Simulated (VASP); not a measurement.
# Al (Fm-3m) in VASP: further runs

Runs on Al. Level: PBE. Tasks: single point, relaxation of cell and atoms.

All numbers are computed with VASP 6.6.1; they aren't measurements. Logs are shortened: lines on timing, memory, paths and dates and some standing lists are left out, and cuts for length are marked.

## Step 1: The cell of the first run

The structure is cubic, space group Fm-3m (No. 225). The conventional cell has a = 3.872 Å, b = 3.872 Å, c = 3.872 Å, α = 90.00°, β = 90.00°, γ = 90.00°. Al (site symmetry m-3m) has 12 Al at 2.74 Å within 3.6 Å.

## Step 2: Single point, PBE (14.52 Å³/atom)

Contents of INCAR:

```
SYSTEM = Al
PREC = Accurate
ENCUT = 500
EDIFF = 1E-6
ISMEAR = -1
SIGMA = 0.1
LREAL = .False.
LASPH = .True.
NELM = 120
ALGO = Normal
ISIF = 2
LWAVE = .False.
LCHARG = .False.
GGA = PE
NBANDS = 8
GGA_COMPAT = .False.
```

Contents of KPOINTS:

```
Automatic mesh
0
Gamma
  17 17 17
  0 0 0
```

Contents of POSCAR:

```
Al
1.0
    0.0000000000      1.9362161357      1.9362161357
    1.9362161357      0.0000000000      1.9362161357
    1.9362161357      1.9362161357      0.0000000000
Al
1
Direct
    0.0000000000      0.0000000000      0.0000000000
```

Potentials or basis: VASP PAW PBE potentials, release 64 (Al).

Run with:

```
$ cat potpaw_PBE.64/Al/POTCAR > POTCAR
$ mpirun -np 1 vasp_std > vasp.out
```

OUTCAR:

```text
SYSTEM = Al
   PREC = Accurate
   ENCUT = 500
   EDIFF = 1E-6
   ISMEAR = -1
   LREAL = .False.
   LASPH = .True.
   NELM = 120
   ISIF = 2
   GGA = PE

 ion  position               nearest neighbor table
   1  0.000  0.000  0.000-

  LATTYP: Found a face centered cubic cell.
 ALAT       =     3.8724322714

  Lattice vectors:

 A1 = (   0.0000000000,   1.9362161357,   1.9362161357)
 A2 = (   1.9362161357,   0.0000000000,   1.9362161357)
 A3 = (   1.9362161357,   1.9362161357,   0.0000000000)

Analysis of symmetry for initial positions (statically):
=====================================================================
 Subroutine PRICEL returns:
 Original cell was already a primitive cell.

 Routine SETGRP: Setting up the symmetry group for a
 face centered cubic supercell.

 Subroutine GETGRP returns: Found 48 space group operations
 (whereof 48 operations were pure point group operations)
 out of a pool of 48 trial point group operations.

The static configuration has the point symmetry O_h .

Analysis of symmetry for dynamics (positions and initial velocities):
=====================================================================
 Subroutine PRICEL returns:
 Original cell was already a primitive cell.

 Routine SETGRP: Setting up the symmetry group for a
 face centered cubic supercell.

 Subroutine GETGRP returns: Found 48 space group operations
 (whereof 48 operations were pure point group operations)
 out of a pool of 48 trial point group operations.

The dynamic configuration has the point symmetry O_h .

 Subroutine INISYM returns: Found 48 space group operations
 (whereof 48 operations are pure point group operations),
 and found     1 'primitive' translations

----------------------------------------------------------------------------------------

                                     Primitive cell

  volume of cell :      14.5175

  direct lattice vectors                    reciprocal lattice vectors
     0.000000000  1.936216136  1.936216136    -0.258235633  0.258235633  0.258235633
     1.936216136  0.000000000  1.936216136     0.258235633 -0.258235633  0.258235633
     1.936216136  1.936216136  0.000000000     0.258235633  0.258235633 -0.258235633

  length of vectors
     2.738223119  2.738223119  2.738223119     0.447277237  0.447277237  0.447277237

  position of ions in fractional coordinates (direct lattice)
     0.000000000  0.000000000  0.000000000

  ion indices of the primitive-cell ions
   primitive index   ion index
                 1           1

----------------------------------------------------------------------------------------

 KPOINTS: Automatic mesh

Automatic generation of k-mesh.
 Grid dimensions read from file:
 generate k-points for:   17   17   17

 Generating k-lattice:

  Cartesian coordinates                     Fractional coordinates (reciprocal lattice)
    -0.015190331  0.015190331  0.015190331     0.058823529  0.000000000  0.000000000
     0.015190331 -0.015190331  0.015190331     0.000000000  0.058823529  0.000000000
     0.015190331  0.015190331 -0.015190331     0.000000000  0.000000000  0.058823529

  Length of vectors
     0.026310426  0.026310426  0.026310426

  Shift w.r.t. Gamma in fractional coordinates (k-lattice)
     0.000000000  0.000000000  0.000000000

 Subroutine IBZKPT returns following result:
 ===========================================

 Found    165 irreducible k-points:

 Following reciprocal coordinates:
            Coordinates               Weight
  0.000000  0.000000  0.000000      1.000000
  0.058824  0.000000  0.000000      8.000000
  0.117647  0.000000  0.000000      8.000000
  0.176471  0.000000  0.000000      8.000000
  0.235294  0.000000  0.000000      8.000000
  0.294118  0.000000  0.000000      8.000000
[... 16 lines left out ...]
 -0.176471  0.058824  0.000000     24.000000
 -0.117647  0.058824  0.000000     24.000000
 [... further k-points ...]
   k-points           NKPTS =    165   k-points in BZ     NKDIM =    165   number of bands    NBANDS=      8
   number of dos      NEDOS =    301   number of ions     NIONS =      1
   total plane-waves  NPLWV =   8000
   dimension x,y,z NGX =    20 NGY =   20 NGZ =   20
   dimension x,y,z NGXF=    40 NGYF=   40 NGZF=   40
   ions per type =               1
   NGX,Y,Z   is equivalent  to a cutoff of  12.14, 12.14, 12.14 a.u.
   NGXF,Y,Z  is equivalent  to a cutoff of  24.29, 24.29, 24.29 a.u.
 SYSTEM =  Al
   PREC   = accura    normal or accurate (medium, high low for compatibility)
   ISTART =      0    job   : 0-new  1-cont  2-samecut
   ICHARG =      2    charge: 1-file 2-atom 10-const
   ISPIN  =      1    spin polarized calculation?
   LNONCOLLINEAR =      F non collinear calculations
   LSORBIT =      F    spin-orbit coupling
   LASPH  =      T    aspherical Exc in radial PAW
   ENCUT  =  500.0 eV  36.75 Ry    6.06 a.u.   4.99  4.99  4.99*2*pi/ulx,y,z
   NELM   =    120;   NELMIN=  2; NELMDL= -5     # of ELM steps
   EDIFF  = 0.1E-05   stopping-criterion for ELM
   LREAL  =      F    real-space projection
   EDIFFG = 0.1E-04   stopping-criterion for IOM
   NSW    =      0    number of steps for IOM
   IBRION =     -1    ionic relax: 0-MD 1-quasi-New 2-CG
   NFREE  =      0    steps in history (QN), initial steepest desc. (CG)
   ISIF   =      2    stress and relaxation
   ISYM   =      2    0-nonsym 1-usesym 2-fastsym
   POTIM  = 0.5000    time-step for ionic-motion
   TEBEG  =    0.0;   TEEND  =   0.0 temperature during run
   PSTRESS=    0.0 pullay stress
   NELECT =       3.0000    total number of electrons
   NUPDOWN=      -1.0000    fix difference up-down
   EMIN   =  10.00;   EMAX   =-10.00  energy-range for DOS
   EFERMI =   0.00;   METHOD = LEGACY
   ISMEAR =    -1;   SIGMA  =   0.10  broadening in eV -4-tet -1-fermi 0-gaus
   EFERMI_NEDOS =   21; number of points for ismear=-14 and -15
   IALGO  =     38    algorithm
   IMIX   =      4    mixing-type and parameters
     AMIX     =   0.40;   BMIX     =  1.00
     AMIX_MAG =   1.60;   BMIX_MAG =  1.00
  volume/ion in A,a.u.               =      14.52        97.97
  Fermi-wavevector in a.u.,A,eV,Ry     =   0.967872  1.829014 12.745623  0.936777
  Thomas-Fermi vector in A             =   2.097794
   LORBIT       =      0    0 simple, 1 ext, 2 COOP (PROOUT), +10 PAW based schemes
   GGA     = PE    functional components
   LHFCALC =     F    Hartree Fock is set to
   AEXX    =    0.0000 exact exchange contribution
   IVDW    =     0    specifies the selected vdW correction
   LEPSILON=     F    determine dielectric tensor
   LRPA    =     F    only Hartree local field effects (RPA)
 non-spin polarized calculation
  energy-cutoff  :      500.00
  volume of cell :       14.52
 maximum number of plane-waves:       379
   NGX =  9   NGY =  9   NGZ =  9

 number of electron       3.0000000 magnetization

 Free energy of the ion-electron system (eV)
  ---------------------------------------------------
  ext. energy  EPLUGINS =         0.00000000
  ---------------------------------------------------
  free energy    TOTEN  =        -3.68192248 eV

  energy without entropy =       -3.67073021  energy(sigma->0) =       -3.67632634

 E-fermi :   9.4011     XC(G=0): -10.6685

 val. band max:        9.3941516996   @ k =  -0.4706   0.2941   0.1176
 cond. band min:       9.4398263286   @ k =  -0.2353   0.3529   0.1176
 fundamental gap:      0.0456746290
 Fermi energy:         9.4011126903

 k-point     1 :       0.0000    0.0000    0.0000
  band No.  band energies     occupation
      1      -2.6460      2.00000
      2      22.7570      0.00000
      3      22.7570      0.00000
      4      22.7570      0.00000
      5      25.2744      0.00000
      6      25.2744      0.00000
      7      25.2744      0.00000
      8      26.8289      0.00000

 k-point     2 :       0.0588    0.0000    0.0000
  band No.  band energies     occupation
      1      -2.5436      2.00000
      2      21.1569      0.00000
      3      22.5143      0.00000
      4      22.5143      0.00000
      5      25.6418      0.00000
      6      25.6831      0.00000
      7      25.6831      0.00000
      8      27.9844      0.00000

 k-point     3 :       0.1176    0.0000    0.0000
  band No.  band energies     occupation
      1      -2.2371      2.00000
      2      18.6550      0.00000
      3      22.0496      0.00000
      4      22.0496      0.00000
      5      25.5233      0.00000
      6      26.6260      0.00000
      7      26.6260      0.00000
      8      28.4657      0.00000

 k-point     4 :       0.1765    0.0000    0.0000
  band No.  band energies     occupation
      1      -1.7278      2.00000
      2      16.1279      0.00000
      3      21.6186      0.00000
      4      21.6186      0.00000
      5      25.2614      0.00000
      6      26.9488      0.00000
      7      26.9488      0.00000
      8      28.0791      0.00000

 k-point     5 :       0.2353    0.0000    0.0000
  band No.  band energies     occupation
      1      -1.0183      2.00000
      2      13.6949      0.00000
      3      21.3041      0.00000
      4      21.3041      0.00000
      5      25.0325      0.00000
      6      25.7563      0.00000
      7      25.7563      0.00000
      8      29.4909      0.00000

 k-point     6 :       0.2941    0.0000    0.0000
  band No.  band energies     occupation
      1      -0.1120      2.00000
      2      11.3939      0.00000
      3      21.1314      0.00000
      4      21.1314      0.00000
      5      24.6335      0.00000
      6      24.6335      0.00000
      7      24.9111      0.00000
      8      28.9707      0.00000

 k-point     7 :       0.3529    0.0000    0.0000
  band No.  band energies     occupation
      1       0.9865      2.00000
      2       9.2431      1.65849
      3      21.1075      0.00000
      4      21.1075      0.00000
      5      23.6665      0.00000
      6      23.6665      0.00000
      7      24.9324      0.00000
      8      27.9707      0.00000

 k-point     8 :       0.4118    0.0000    0.0000
  band No.  band energies     occupation
      1       2.2704      2.00000
      2       7.2554      2.00000
      3      21.2251      0.00000
      4      21.2251      0.00000
      5      22.8822      0.00000
      6      22.8822      0.00000
      7      25.0983      0.00000
      8      27.1236      0.00000

 k-point     9 :       0.4706    0.0000    0.0000
  band No.  band energies     occupation
      1       3.7149      2.00000
      2       5.4586      2.00000
      3      21.4249      0.00000
      4      21.4249      0.00000
      5      22.3476      0.00000
      6      22.3476      0.00000
      7      25.3351      0.00000
      8      26.5381      0.00000

 k-point    10 :       0.0588    0.0588    0.0000
  band No.  band energies     occupation
      1      -2.5096      2.00000
      2      21.8012      0.00000
      3      21.8012      0.00000
      4      21.8266      0.00000
      5      24.9367      0.00000
      6      26.4386      0.00000
      7      26.4386      0.00000
      8      28.0325      0.00000
[... 78 lines left out ...]
 k-point    18 :      -0.4706    0.0588    0.0000
  band No.  band energies     occupation
      1       4.2604      2.00000
      2       5.0449      2.00000
      3      19.7608      0.00000
      4      20.6581      0.00000
      5      22.3706      0.00000
      6      23.2332      0.00000
      7      26.4097      0.00000
      8      27.2801      0.00000

 k-point    19 :      -0.4118    0.0588    0.0000
  band No.  band energies     occupation
      1       2.8240      2.00000
      2       6.7156      2.00000
      3      19.4028      0.00000
      4      21.2395      0.00000
      5      22.8731      0.00000
      6      22.9687      0.00000
      7      26.0515      0.00000
      8      27.8505      0.00000

 k-point    20 :      -0.3529    0.0588    0.0000
  band No.  band energies     occupation
      1       1.4823      2.00000
      2       8.6423      1.99899
      3      19.2081      0.00000
      4      21.9397      0.00000
      5      22.7267      0.00000
      6      23.7390      0.00000
      7      25.8054      0.00000
      8      28.6312      0.00000

 k-point    21 :      -0.2941    0.0588    0.0000
  band No.  band energies     occupation
      1       0.3219      2.00000
      2      10.7354      0.00000
      3      19.1814      0.00000
      4      22.4031      0.00000
      5      23.1437      0.00000
      6      24.6591      0.00000
      7      25.7284      0.00000
      8      29.5157      0.00000

 k-point    22 :      -0.2353    0.0588    0.0000
  band No.  band energies     occupation
      1      -0.6482      2.00000
      2      12.9794      0.00000
      3      19.3239      0.00000
      4      22.5686      0.00000
      5      24.1692      0.00000
      6      25.5562      0.00000
      7      25.9681      0.00000
      8      28.8377      0.00000

 k-point    23 :      -0.1765    0.0588    0.0000
  band No.  band energies     occupation
      1      -1.4232      2.00000
      2      15.3526      0.00000
      3      19.6370      0.00000
      4      22.7898      0.00000
      5      25.4034      0.00000
      6      25.8595      0.00000
      7      27.0261      0.00000
      8      27.3437      0.00000

 k-point    24 :      -0.1176    0.0588    0.0000
  band No.  band energies     occupation
      1      -1.9991      2.00000
      2      17.8014      0.00000
      3      20.1326      0.00000
      4      23.0298      0.00000
      5      26.0447      0.00000
      6      26.0609      0.00000
      7      26.8894      0.00000
      8      27.6648      0.00000

 [... further k-points ...]

------------------------ aborting loop because EDIFF is reached ----------------------------------------

  FORCE on cell =-STRESS in cart. coord.  units (eV):
  Direction    XX          YY          ZZ          XY          YZ          ZX
  --------------------------------------------------------------------------------------
  -------------------------------------------------------------------------------------
  Total        1.2067561      1.2067561      1.2067561     -0.0000000      0.0000000      0.0000000
  in kB      133.1798693    133.1798693    133.1798693     -0.0000000      0.0000000      0.0000000
  external PRESSURE =     133.1798693 kB  Pullay stress =       0.0000000 kB

 VOLUME and BASIS-vectors are now :
 -----------------------------------------------------------------------------
  energy-cutoff  :      500.00
  volume of cell :       14.52
      direct lattice vectors                 reciprocal lattice vectors
     0.000000000  1.936216136  1.936216136    -0.258235633  0.258235633  0.258235633
     1.936216136  0.000000000  1.936216136     0.258235633 -0.258235633  0.258235633
     1.936216136  1.936216136  0.000000000     0.258235633  0.258235633 -0.258235633

 POSITION                                       TOTAL-FORCE (eV/Angst)
 -----------------------------------------------------------------------------------
      0.00000      0.00000      0.00000         0.000000      0.000000      0.000000
 -----------------------------------------------------------------------------------
    total drift:                               -0.000000     -0.000000     -0.000000

  FREE ENERGIE OF THE ION-ELECTRON SYSTEM (eV)
  ---------------------------------------------------
  free  energy   TOTEN  =        -3.6819224784 eV

  energy  without entropy=       -3.6707302084  energy(sigma->0) =       -3.67632634
```

It took 6.8 s on 1 thread of AMD EPYC 9R45 (Zen 5), shared host; peak memory 0.1 GiB.

Results:

- Free energy: -3.6819 eV
- Pressure: 13.3 GPa
- Band gap on the k mesh: zero (an odd number of electrons rules out a gap without spin polarisation)

Caveat: the cell stands under pressure.

## Step 3: Relaxation of cell and atoms, PBE

This run uses another cell than the first one, of 16.48 Å³/atom.

Contents of INCAR:

```
PREC = Accurate ; ENCUT = 500
EDIFF = 1E-7 ; ISMEAR = -1
SIGMA = 0.1 ; LREAL = False
LASPH = True ; NELM = 120
ALGO = Normal ; ISIF = 3
LWAVE = False ; LCHARG = False
GGA = PE ; IBRION = 2
NSW = 60 ; EDIFFG = -0.005
GGA_COMPAT = False ; NELMIN = 4
```

Contents of KPOINTS:

```
regular mesh
0
Gamma
  17 17 17
```

Contents of POSCAR:

```
Al
1.0
    0.0000000000      2.0199666694      2.0199666694
    2.0199666694      0.0000000000      2.0199666694
    2.0199666694      2.0199666694      0.0000000000
Al
1
Direct
    0.0000000000      0.0000000000      0.0000000000
```

Potentials or basis: VASP PAW PBE potentials, release 64 (Al).

Run with:

```
$ cat potpaw_PBE.64/Al/POTCAR > POTCAR
$ mpirun -np 1 vasp_std > vasp.out
```

OUTCAR:

```text
PREC = Accurate
   ENCUT = 500
   EDIFF = 1E-7
   ISMEAR = -1
   LREAL = False
   LASPH = True
   NELM = 120
   ISIF = 3
   GGA = PE
   IBRION = 2
   NSW = 60
   EDIFFG = -0.005
   NELMIN = 4

 ion  position               nearest neighbor table
   1  0.000  0.000  0.000-

  LATTYP: Found a face centered cubic cell.
 ALAT       =     4.0399333388

  Lattice vectors:

 A1 = (   0.0000000000,   2.0199666694,   2.0199666694)
 A2 = (   2.0199666694,   0.0000000000,   2.0199666694)
[... 373 lines left out ...]

 [... further k-points ...]

------------------------ aborting loop because EDIFF is reached ----------------------------------------

  FORCE on cell =-STRESS in cart. coord.  units (eV):
  Direction    XX          YY          ZZ          XY          YZ          ZX
  --------------------------------------------------------------------------------------
  -------------------------------------------------------------------------------------
  Total        0.0014397      0.0014397      0.0014397      0.0000000      0.0000000      0.0000000
  in kB        0.1399285      0.1399285      0.1399285      0.0000000      0.0000000      0.0000000
  external PRESSURE =       0.1399285 kB  Pullay stress =       0.0000000 kB

 VOLUME and BASIS-vectors are now :
 -----------------------------------------------------------------------------
  energy-cutoff  :      500.00
  volume of cell :       16.48
      direct lattice vectors                 reciprocal lattice vectors
     0.000000000  2.019966669  2.019966669    -0.247528837  0.247528837  0.247528837
     2.019966669  0.000000000  2.019966669     0.247528837 -0.247528837  0.247528837
     2.019966669  2.019966669  0.000000000     0.247528837  0.247528837 -0.247528837

 POSITION                                       TOTAL-FORCE (eV/Angst)
 -----------------------------------------------------------------------------------
      0.00000      0.00000      0.00000         0.000000      0.000000     -0.000000
 -----------------------------------------------------------------------------------
    total drift:                               -0.000000      0.000000     -0.000000

  FREE ENERGIE OF THE ION-ELECTRON SYSTEM (eV)
  ---------------------------------------------------
  free  energy   TOTEN  =        -3.7548332359 eV

  energy  without entropy=       -3.7422875625  energy(sigma->0) =       -3.74856040

 reached required accuracy - stopping structural energy minimisation
```

CONTCAR:

```text
Al
   1.00000000000000
     0.0000000000000000    2.0199666694000000    2.0199666694000000
     2.0199666694000000    0.0000000000000000    2.0199666694000000
     2.0199666694000000    2.0199666694000000    0.0000000000000000
  Al
     1
Direct
     0.0000000000000000    0.0000000000000000    0.0000000000000000

  0.00000000E+00  0.00000000E+00  0.00000000E+00
```

It took 6.4 s on 1 thread of AMD EPYC 9R45 (Zen 5), shared host; peak memory 0.11 GiB.

What came out:

| Property | Result |
| --- | --- |
| Free energy | -3.7548 eV |
| Pressure after relaxing | 0.0 GPa |
| Band gap on the k mesh | zero (an odd number of electrons rules out a gap without spin polarisation) |

Final structure:
```
Al
1.0
     0.00000    2.01997    2.01997
     2.01997    0.00000    2.01997
     2.01997    2.01997    0.00000
Al
1
Direct
  0.00000 0.00000 0.00000
```

Caveat: the relaxation stopped at its first step, so nothing moved.
